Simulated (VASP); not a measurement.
Write the native input for VASP 6.6.1 that does the following.

| Item | Value |
| --- | --- |
| Task | relaxation of cell and atoms |
| Functional | r2SCAN |
| Potentials or basis | VASP PAW PBE potentials, release 64 (Zn, S) |
| Cutoff | 600 eV |
| k mesh | 8 × 8 × 8 |
| Occupations | gaussian, width 0.01 eV |
| Spin | no spin polarisation |
| Target pressure | 7 GPa |
| Dipole correction | no |
| Further INCAR settings | ALGO = Normal; EDIFF = 1e-06; IBRION = 2; EDIFFG = -0.002; NSW = 100; ISIF = 3 |

Crystal: ZnS.

```
CELL_PARAMETERS angstrom
2.69452 2.69452 0.00000
-2.69452 2.69452 0.00000
0.00000 2.69452 2.69452
ATOMIC_POSITIONS crystal
Zn 0.75000 0.25000 0.50000
S 0.00000 0.00000 0.00000
```

One way to write it, as run:

POSCAR

```
ZnS
1.0
    2.6945169102      2.6945169102      0.0000000000
   -2.6945169102      2.6945169102      0.0000000000
    0.0000000000      2.6945169102      2.6945169102
Zn S
1 1
Direct
    0.7500000000      0.2500000000      0.5000000000
    0.0000000000      0.0000000000      0.0000000000
```

INCAR.step1

```
SYSTEM = ZnS
PREC = Accurate
ENCUT = 600
ISMEAR = 0
SIGMA = 0.01
LREAL = .False.
LASPH = .True.
NELM = 100
GGA = PE
ALGO = Normal
EDIFF = 1E-4
LWAVE = .True.
LCHARG = .False.
```

INCAR.step2

```
SYSTEM = ZnS
PREC = Accurate
ENCUT = 600
EDIFF = 1E-6
ISMEAR = 0
SIGMA = 0.01
LREAL = .False.
LASPH = .True.
NELM = 100
ALGO = Normal
ISIF = 3
LWAVE = .False.
LCHARG = .False.
METAGGA = R2SCAN
LMIXTAU = .True.
IBRION = 2
NSW = 100
EDIFFG = -0.002
PSTRESS = 70.0
ISTART = 1
```

KPOINTS

```
Automatic mesh
0
Gamma
  8 8 8
  0 0 0
```

Potentials or basis: VASP PAW PBE potentials, release 64 (Zn, S).

The run is started by

```bash
$ cat potpaw_PBE.64/Zn/POTCAR potpaw_PBE.64/S/POTCAR > POTCAR
$ cp INCAR.step1 INCAR
$ mpirun -np 1 vasp_std > vasp.out
$ cp INCAR.step2 INCAR
$ mpirun -np 1 vasp_std > vasp.out
```

Results of the run:

```yaml
Relaxed_volume: 18.16 Å³/atom
Relaxed_cell: a = 3.717 Å, b = 3.717 Å, c = 3.717 Å, α = 60.00°, β = 60.00°, γ = 90.00°
Space_group_after_relaxing_to_0.1_Å: F-43m (No. 216)
Energy_change_on_relaxing_the_run_minimises_the_enthalpy: +27.8 meV/atom
Ionic_steps: 14
Pressure_after_relaxing: 7.0 GPa
Band_gap_on_the_k_mesh: 3.07 eV
```

Caveat: the cell is relaxed towards a set pressure, so the run minimises the enthalpy, not the energy; the PAW data sets were made with another functional, which shifts forces and pressure a little.

Wall time 12 min on 1 thread of Intel Xeon 8259CL, on a shared host, peak memory 0.19 GiB.
